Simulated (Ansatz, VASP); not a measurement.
**CdSe: VASP beside Ansatz**

```
CELL_PARAMETERS angstrom
0.00000 2.48548 2.48548
2.48548 0.00000 2.48548
2.48548 2.48548 0.00000
ATOMIC_POSITIONS crystal
Cd 0.00000 0.00000 0.00000
Se 0.50000 0.50000 0.50000
```

Change from the starting cell: volume scaled by 0.65, LAPW.

Alike in both runs: task single point; functional PBE; k mesh 14 × 14 × 14; occupations fermi-dirac, width 0.08 eV; no spin polarisation.

|  | VASP | Ansatz |
| --- | --- | --- |
| version | VASP 6.6.1 | Ansatz 0.2.0 |
| potentials or method | VASP PAW PBE potentials, release 64 (Cd, Se), cutoff 500 eV | all-electron LAPW, scalar-relativistic |

|  | VASP | Ansatz | Ansatz less VASP |
| --- | --- | --- | --- |
| pressure (GPa) | 74.8 | 72.3 | -2.47 |

Both programs put the cell under a high pressure, so it lies far from rest at this level. Ansatz ran all-electron here, and VASP with PAW potentials.

Noted on VASP's run: the cell as given lies far from equilibrium.
